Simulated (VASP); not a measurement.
# CdSe (P6_3mc) in VASP: notebook, part 2 of 2

VASP 6.6.1. The steps go on from the part before.

### 4 Single point, PBEsol-based screened hybrid with 25 % exact exchange

This run uses another cell than the first one, of 28.10 Å³/atom.

Input file POSCAR:

```
CdSe
1.0
    4.3000000000      0.0000000000      0.0000000000
   -2.1500000000      3.7239092363      0.0000000000
    0.0000000000      0.0000000000      7.0200000000
Cd Se
2 2
Direct
    0.6666666667      0.3333333333      0.5000000000
    0.3333333333      0.6666666667      0.0000000000
    0.6666666667      0.3333333333      0.8850000000
    0.3333333333      0.6666666667      0.3850000000
```

Input file INCAR.step1:

```
SYSTEM = CdSe
  ALGO = Normal
  EDIFF = 1E-5
  ENCUT = 520
  GGA = PE
  ISIF = 2
  ISMEAR = -1
  LASPH = .TRUE.
  LCHARG = .FALSE.
  LREAL = .FALSE.
  LWAVE = .TRUE.
  NBANDS = 26
  NELM = 100
  PREC = Accurate
  SIGMA = 0.05
```

Input file INCAR.step2:

```
SYSTEM = CdSe
  AEXX = 0.25
  ALGO = Normal
  EDIFF = 1E-6
  ENCUT = 520
  GGA = PS
  HFSCREEN = 0.207
  ISIF = 2
  ISMEAR = -1
  ISTART = 1
  LASPH = .TRUE.
  LCHARG = .FALSE.
  LHFCALC = .TRUE.
  LREAL = .FALSE.
  LWAVE = .FALSE.
  NBANDS = 26
  NELM = 100
  PREC = Accurate
  PRECFOCK = Normal
  SIGMA = 0.05
```

Input file KPOINTS:

```
k-points
0
G
  4 4 2
  0 0 0
```

Potentials or basis: VASP PAW PBE potentials, release 64 (Cd, Se).

Launch:

```console
$ cat potpaw_PBE.64/Cd/POTCAR potpaw_PBE.64/Se/POTCAR > POTCAR
$ cp INCAR.step1 INCAR
$ mpirun -np 1 vasp_std > vasp.out
$ cp INCAR.step2 INCAR
$ mpirun -np 1 vasp_std > vasp.out
```

OUTCAR:

```text
SYSTEM = CdSe
   AEXX = 0.25
   EDIFF = 1E-6
   ENCUT = 520
   GGA = PS
   HFSCREEN = 0.207
   ISIF = 2
   ISMEAR = -1
   ISTART = 1
   LASPH = .TRUE.
   LHFCALC = .TRUE.
   LREAL = .FALSE.
   NELM = 100
   PREC = Accurate
   PRECFOCK = Normal

 ion  position               nearest neighbor table
   1  0.667  0.333  0.500-   4 2.61   4 2.61   4 2.61   3 2.70
   2  0.333  0.667  0.000-   3 2.61   3 2.61   3 2.61   4 2.70
   3  0.667  0.333  0.885-   2 2.61   2 2.61   2 2.61   1 2.70
   4  0.333  0.667  0.385-   1 2.61   1 2.61   1 2.61   2 2.70

[... 424 lines left out ...]
  --------------------------------------------------------------------------------------
  -------------------------------------------------------------------------------------
  Total        0.5478872      0.5478872     -0.9892039      0.0000000      0.0000000      0.0000000
  in kB        7.8090301      7.8090301    -14.0991122      0.0000000      0.0000000      0.0000000
  external PRESSURE =       0.5063160 kB  Pullay stress =       0.0000000 kB

 VOLUME and BASIS-vectors are now :
 -----------------------------------------------------------------------------
  energy-cutoff  :      520.00
  volume of cell :      112.41
      direct lattice vectors                 reciprocal lattice vectors
     4.300000000  0.000000000  0.000000000     0.232558140  0.134267504  0.000000000
    -2.150000000  3.723909236  0.000000000     0.000000000  0.268535009  0.000000000
     0.000000000  0.000000000  7.020000000     0.000000000  0.000000000  0.142450142

 POSITION                                       TOTAL-FORCE (eV/Angst)
 -----------------------------------------------------------------------------------
      2.15000      1.24130      3.51000         0.000000     -0.000000      0.289010
     -0.00000      2.48261      0.00000        -0.000000      0.000000      0.289010
      2.15000      1.24130      6.21270        -0.000000      0.000000     -0.289010
     -0.00000      2.48261      2.70270         0.000000     -0.000000     -0.289010
 -----------------------------------------------------------------------------------
    total drift:                               -0.000000     -0.000000      0.000005

  FREE ENERGIE OF THE ION-ELECTRON SYSTEM (eV)
  ---------------------------------------------------
  free  energy   TOTEN  =       -14.5802551205 eV

  energy  without entropy=      -14.5802550768  energy(sigma->0) =      -14.58025510
```

OUTCAR.step1:

```text
SYSTEM = CdSe
   EDIFF = 1E-5
   ENCUT = 520
   GGA = PE
   ISIF = 2
   ISMEAR = -1
   LASPH = .TRUE.
[... 444 lines left out ...]
     -0.00000      2.48261      0.00000        -0.000000     -0.000000      0.306893
      2.15000      1.24130      6.21270        -0.000000     -0.000000     -0.306893
     -0.00000      2.48261      2.70270        -0.000000     -0.000000     -0.306893
 -----------------------------------------------------------------------------------
    total drift:                               -0.000000     -0.000000      0.000194

  FREE ENERGIE OF THE ION-ELECTRON SYSTEM (eV)
  ---------------------------------------------------
  free  energy   TOTEN  =       -10.8502128436 eV

  energy  without entropy=      -10.8501319634  energy(sigma->0) =      -10.85017240
```

OSZICAR.step1:

```text
N       E                     dE             d eps       ncg     rms          rms(c)
DAV:   1     0.242627388989E+03    0.24263E+03   -0.17391E+04   416   0.126E+03
DAV:   2     0.138369491749E+01   -0.24124E+03   -0.23205E+03   450   0.307E+02
DAV:   3    -0.115120817397E+02   -0.12896E+02   -0.12823E+02   498   0.715E+01
DAV:   4    -0.116204332383E+02   -0.10835E+00   -0.10826E+00   462   0.617E+00
DAV:   5    -0.116211215925E+02   -0.68835E-03   -0.68833E-03   468   0.468E-01    0.891E+00
DAV:   6    -0.108865170733E+02    0.73460E+00   -0.12569E+00   512   0.110E+01    0.700E+00
DAV:   7    -0.108514740443E+02    0.35043E-01   -0.56242E-01   442   0.380E+00    0.260E+00
DAV:   8    -0.108497836307E+02    0.16904E-02   -0.58381E-02   436   0.243E+00    0.401E-01
DAV:   9    -0.108499410457E+02   -0.15741E-03   -0.75402E-03   458   0.992E-01    0.114E-01
DAV:  10    -0.108501205142E+02   -0.17947E-03   -0.85884E-04   454   0.314E-01    0.756E-02
DAV:  11    -0.108502150187E+02   -0.94505E-04   -0.20748E-04   430   0.813E-02    0.258E-02
DAV:  12    -0.108502128436E+02    0.21752E-05   -0.38694E-05   466   0.657E-02
   1 F= -.10850213E+02 E0= -.10850172E+02  d E =-.808801E-04
```

Run time: 13 min. Hardware: 1 thread of Intel Xeon 6975P-C (Granite Rapids), shared host; peak memory 0.36 GiB.

What came out:

```
Free energy            : -14.5803 eV
Pressure               : 0.1 GPa
Largest force          : 0.289 eV/Å
Band gap on the k mesh : 1.52 eV
```

Forces on the atoms (eV/Å):
```
Cd   0.000  0.000  0.289
Cd   0.000  0.000  0.289
Se   0.000  0.000 -0.289
Se   0.000  0.000 -0.289
```

Levels at points of the mesh, in eV from the valence-band top:
```csv
k point,band 15,band 16,band 17,band 18,band 19,band 20,band 21,band 22
"(0.00, 0.00, 0.00)",-0.79,0.00,0.00,0.00,1.52,3.00,6.83,6.83
"(0.50, 0.00, 0.00)",-2.77,-2.01,-1.33,-0.90,4.13,4.16,5.58,7.25
"(0.00, 0.00, 0.50)",-0.41,-0.41,-0.41,-0.41,3.22,3.22,6.76,6.76
"(0.50, 0.00, 0.50)",-1.49,-1.49,-1.39,-1.39,3.81,3.81,5.67,5.67
```

Caveat: the k points lie up to 0.45 Å⁻¹ apart; the PAW data sets were made with another functional, which shifts forces and pressure a little.

### 5 Single point, PBE-based screened hybrid with 25 % exact exchange

This run uses another cell than the first one, of 28.10 Å³/atom.

POSCAR is that of step 4.

Input file INCAR.step1:

```
SYSTEM = CdSe
ALGO = Normal
EDIFF = 1E-5
ENCUT = 520
GGA = PE
ISIF = 2
ISMEAR = -1
LASPH = .True.
LCHARG = .False.
LREAL = .False.
LWAVE = .True.
NBANDS = 26
NELM = 60
PREC = Accurate
SIGMA = 0.05
```

Input file INCAR.step2:

```
SYSTEM = CdSe
AEXX = 0.25
ALGO = Normal
EDIFF = 1E-6
ENCUT = 520
GGA = PE
HFSCREEN = 0.3
ISIF = 2
ISMEAR = -1
ISTART = 1
LASPH = .True.
LCHARG = .False.
LHFCALC = .True.
LREAL = .False.
LWAVE = .False.
NBANDS = 26
NELM = 60
PREC = Accurate
PRECFOCK = Normal
SIGMA = 0.05
```

Input file KPOINTS:

```
k-points
0
Gamma
  4 4 2
  0 0 0
```

Launch:

```console
$ cat potpaw_PBE.64/Cd/POTCAR potpaw_PBE.64/Se/POTCAR > POTCAR
$ cp INCAR.step1 INCAR
$ mpirun -np 1 vasp_std > vasp.out
$ cp INCAR.step2 INCAR
$ mpirun -np 1 vasp_std > vasp.out
```

Wall time 40 min (1 thread of Intel Xeon 8259CL, shared host); peak memory 0.36 GiB.

It converged, with:

```yaml
Free_energy: -13.1915 eV
Pressure: 2.2 GPa
Largest_force: 0.300 eV/Å
Band_gap_on_the_k_mesh: 1.48 eV
```

Forces in eV/Å, atoms in the order of the input:
```
Cd   0.000  0.000  0.300
Cd   0.000  0.000  0.300
Se   0.000  0.000 -0.300
Se   0.000  0.000 -0.300
```

Stress tensor (GPa, compression positive):
```
3.02 0.00 0.00
0.00 3.02 0.00
0.00 0.00 0.68
```

Levels at points of the mesh, in eV from the valence-band top:
```csv
k point,band 16,band 17,band 18,band 19,band 20,band 21
"(0.00, 0.00, 0.00)",0.00,0.00,0.00,1.48,2.92,6.70
"(0.50, 0.00, 0.00)",-1.96,-1.29,-0.88,4.04,4.06,5.49
"(0.00, 0.00, 0.50)",-0.40,-0.40,-0.40,3.13,3.13,6.65
"(0.50, 0.00, 0.50)",-1.45,-1.35,-1.35,3.73,3.73,5.55
```

Caveat: the k points lie up to 0.45 Å⁻¹ apart; the PAW data sets were made with another functional, which shifts forces and pressure a little.

### 6 Single point, pbe exchange, lyp correlation, collinear spin

This run uses another cell than the first one, of 28.10 Å³/atom.

Input file INCAR:

```
SYSTEM = CdSe
  ALGO = Normal
  EDIFF = 1E-6
  ENCUT = 500
  GGA = LIBXC
  GGA_COMPAT = .FALSE.
  ISIF = 2
  ISMEAR = 1
  ISPIN = 2
  LASPH = .TRUE.
  LCHARG = .FALSE.
  LIBXC1 = GGA_X_PBE
  LIBXC2 = GGA_C_LYP
  LORBIT = 11
  LREAL = .FALSE.
  LWAVE = .FALSE.
  MAGMOM = -0.33 -0.27 0 0
  NBANDS = 30
  NELM = 200
  PREC = Accurate
  SIGMA = 0.1
```

Input file KPOINTS:

```
k-points
0
G
  7 7 4
  0 0 0
```

POSCAR is that of step 5.

Potentials or basis: VASP PAW PBE potentials, release 64 (Cd, Se).

Launch:

```console
$ cat potpaw_PBE.64/Cd/POTCAR potpaw_PBE.64/Se/POTCAR > POTCAR
$ mpirun -np 1 vasp_std > vasp.out
```

OUTCAR:

```text
SYSTEM = CdSe
   EDIFF = 1E-6
   ENCUT = 500
   GGA = LIBXC
   ISIF = 2
   ISMEAR = 1
   ISPIN = 2
   LASPH = .TRUE.
   LORBIT = 11
   LREAL = .FALSE.
   NELM = 200
   PREC = Accurate

 ion  position               nearest neighbor table
   1  0.667  0.333  0.500-   4 2.61   4 2.61   4 2.61   3 2.70
   2  0.333  0.667  0.000-   3 2.61   3 2.61   3 2.61   4 2.70
   3  0.667  0.333  0.885-   2 2.61   2 2.61   2 2.61   1 2.70
   4  0.333  0.667  0.385-   1 2.61   1 2.61   1 2.61   2 2.70

  LATTYP: Found a hexagonal cell.
 ALAT       =     4.3000000000
 C/A-ratio  =     1.6325581395

  Lattice vectors:

 A1 = (   4.3000000000,   0.0000000000,   0.0000000000)
 A2 = (  -2.1500000000,   3.7239092363,   0.0000000000)
 A3 = (   0.0000000000,   0.0000000000,   7.0200000000)

Analysis of symmetry for initial positions (statically):
=====================================================================
 Subroutine PRICEL returns:
 Original cell was already a primitive cell.

 Routine SETGRP: Setting up the symmetry group for a
 hexagonal supercell.

 Subroutine GETGRP returns: Found 12 space group operations
 (whereof  6 operations were pure point group operations)
 out of a pool of 24 trial point group operations.

The static configuration has the point symmetry C_3v.
 The point group associated with its full space group is C_6v.

Analysis of symmetry for dynamics (positions and initial velocities):
=====================================================================
 Subroutine PRICEL returns:
 Original cell was already a primitive cell.

 Routine SETGRP: Setting up the symmetry group for a
 hexagonal supercell.

 Subroutine GETGRP returns: Found 12 space group operations
 (whereof  6 operations were pure point group operations)
 out of a pool of 24 trial point group operations.

The dynamic configuration has the point symmetry C_3v.
 The point group associated with its full space group is C_6v.

[... 166 lines left out ...]

 E-fermi :   1.4266     XC(G=0):  -8.3781

 val. band max:        1.3589431333   @ k =   0.0000   0.0000   0.0000
 cond. band min:       1.9895469422   @ k =   0.0000   0.0000   0.0000
 fundamental gap:      0.6306038089
 Fermi energy:         1.4265934177

 spin component 1

 k-point     1 :       0.0000    0.0000    0.0000
  band No.  band energies     occupation
      1     -11.2779      1.00000
      2     -10.9199      1.00000
      3      -6.6168      1.00000
      4      -6.6168      1.00000
      5      -6.5613      1.00000
      6      -6.5613      1.00000
[... 781 lines left out ...]
     29      13.3364      0.00000
     30      13.3364      0.00000

 [... further k-points ...]

 spin component 2

 k-point     1 :       0.0000    0.0000    0.0000
  band No.  band energies     occupation
      1     -11.2779      1.00000
      2     -10.9198      1.00000
      3      -6.6165      1.00000
      4      -6.6165      1.00000
      5      -6.5610      1.00000
      6      -6.5610      1.00000
[... 781 lines left out ...]
     29      13.3363      0.00000
     30      13.3363      0.00000

 [... further k-points ...]

------------------------ aborting loop because EDIFF is reached ----------------------------------------

  FORCE on cell =-STRESS in cart. coord.  units (eV):
  Direction    XX          YY          ZZ          XY          YZ          ZX
  --------------------------------------------------------------------------------------
  -------------------------------------------------------------------------------------
  Total        4.9638687      4.9638687      3.4372476      0.0000000      0.0000000      0.0000000
  in kB       70.7499627     70.7499627     48.9910494      0.0000000      0.0000000      0.0000000
  external PRESSURE =      63.4969916 kB  Pullay stress =       0.0000000 kB

 VOLUME and BASIS-vectors are now :
 -----------------------------------------------------------------------------
  energy-cutoff  :      500.00
  volume of cell :      112.41
      direct lattice vectors                 reciprocal lattice vectors
     4.300000000  0.000000000  0.000000000     0.232558140  0.134267504  0.000000000
    -2.150000000  3.723909236  0.000000000     0.000000000  0.268535009  0.000000000
     0.000000000  0.000000000  7.020000000     0.000000000  0.000000000  0.142450142

 POSITION                                       TOTAL-FORCE (eV/Angst)
 -----------------------------------------------------------------------------------
      2.15000      1.24130      3.51000         0.000000     -0.000000      0.315408
     -0.00000      2.48261      0.00000        -0.000000     -0.000000      0.315398
      2.15000      1.24130      6.21270         0.000000      0.000000     -0.315405
     -0.00000      2.48261      2.70270         0.000000     -0.000000     -0.315401
 -----------------------------------------------------------------------------------
    total drift:                               -0.000000     -0.000000     -0.000066

  FREE ENERGIE OF THE ION-ELECTRON SYSTEM (eV)
  ---------------------------------------------------
  free  energy   TOTEN  =        -9.2911938097 eV

  energy  without entropy=       -9.2914431508  energy(sigma->0) =       -9.29127692

 total charge

# of ion       s       p       d       tot
------------------------------------------
    1        0.454   0.316   9.559  10.330
    2        0.454   0.316   9.559  10.330
    3        1.455   2.412   0.022   3.888
    4        1.455   2.412   0.022   3.888
--------------------------------------------------
tot          3.818   5.456  19.163  28.437

 magnetization (x)

# of ion       s       p       d       tot
------------------------------------------
    1        0.000   0.000   0.000   0.000
    2        0.000   0.000   0.000   0.000
    3        0.000   0.000  -0.000   0.000
    4        0.000   0.000  -0.000   0.000
--------------------------------------------------
tot          0.000   0.000   0.000   0.000
```

stdout:

```text
POSCAR found type information on POSCAR CdSe
 POSCAR found :  2 types and       4 ions
 scaLAPACK will be used
 -----------------------------------------------------------------------------
|                                                                             |
|                                                                             |
|     You enforced a specific xc type in the INCAR file but a different       |
|     I HOPE YOU KNOW WHAT YOU ARE DOING!                                     |
|                                                                             |
 -----------------------------------------------------------------------------

 LDA part: xc-table for (None,None), standard interpolation
 POSCAR, INCAR and KPOINTS ok, starting setup
 FFT: planning ... GRIDC
 FFT: planning ... GRID_SOFT
 FFT: planning ... GRID
 WAVECAR not read
 entering main loop
```

Wall time 2.1 min (1 thread of Intel Xeon Platinum 8488C (Sapphire Rapids), shared host); peak memory 0.34 GiB.

What came out:

```
Free energy                                           : -9.2912 eV
Pressure                                              : 6.3 GPa
Largest force                                         : 0.315 eV/Å
Band gap on the k mesh                                : 0.63 eV
Net moment                                            : 0.00 μB per cell
Valence electrons inside the program's atomic spheres : Cd 10.33; Se 3.89
```

Forces on the atoms (eV/Å):
```
Cd   0.000  0.000  0.315
Cd   0.000  0.000  0.315
Se   0.000  0.000 -0.315
Se   0.000  0.000 -0.315
```

Stress tensor (GPa, compression positive):
```
7.07 0.00 0.00
0.00 7.07 0.00
0.00 0.00 4.90
```

Caveat: the cell stands under pressure; semilocal functionals underestimate gaps, and a narrow one can read as zero; the PAW data sets were made with another functional, which shifts forces and pressure a little.

### 7 Summary

```csv
level,spin,cell,k mesh,cutoff (eV),smearing,grid for exact exchange (PRECFOCK),share of exact exchange,screening parameter,gap on the mesh (eV),pressure (GPa),moment (μB),largest force (eV/Å)
PBE,collinear,"a = 4.357, b = 4.357, c = 7.112 Å, angles 90.0, 90.0, 120.0°, 4 atoms",7 × 7 × 4,520,fermi-dirac 0.01 eV,-,-,-,0.62,1.2,0.00,0.25
PBE,collinear,"a = 4.384, b = 4.384, c = 7.158 Å, angles 90.0, 90.0, 120.0°, 4 atoms",7 × 7 × 4,520,fermi-dirac 0.01 eV,-,-,-,0.57,0.3,0.00,0.23
PBEsol-based screened hybrid with 25 % exact exchange,off,"a = 4.300, b = 4.300, c = 7.020 Å, angles 90.0, 90.0, 120.0°, 4 atoms",4 × 4 × 2,520,fermi-dirac 0.05 eV,Normal,0.25,0.207 1/Å,1.52,0.1,-,0.29
PBE-based screened hybrid with 25 % exact exchange,off,"a = 4.300, b = 4.300, c = 7.020 Å, angles 90.0, 90.0, 120.0°, 4 atoms",4 × 4 × 2,520,fermi-dirac 0.05 eV,Normal,0.25,0.3 1/Å,1.48,2.2,-,0.30
"pbe exchange, lyp correlation",collinear,"a = 4.300, b = 4.300, c = 7.020 Å, angles 90.0, 90.0, 120.0°, 4 atoms",7 × 7 × 4,500,methfessel-paxton 0.1 eV,-,-,-,0.63,6.3,0.00,0.32
```

Alike in all rows: task single point; potentials or basis VASP PAW PBE potentials, release 64 (Cd, Se).

Caveats: some runs use coarse meshes; semilocal functionals underestimate gaps, and a narrow one can read as zero (at least some runs); the PAW data sets were made with another functional, which shifts forces and pressure a little (at least some runs); the cell stands under pressure (at least some runs).

Absolute energies hang on the potentials; compare differences alone.
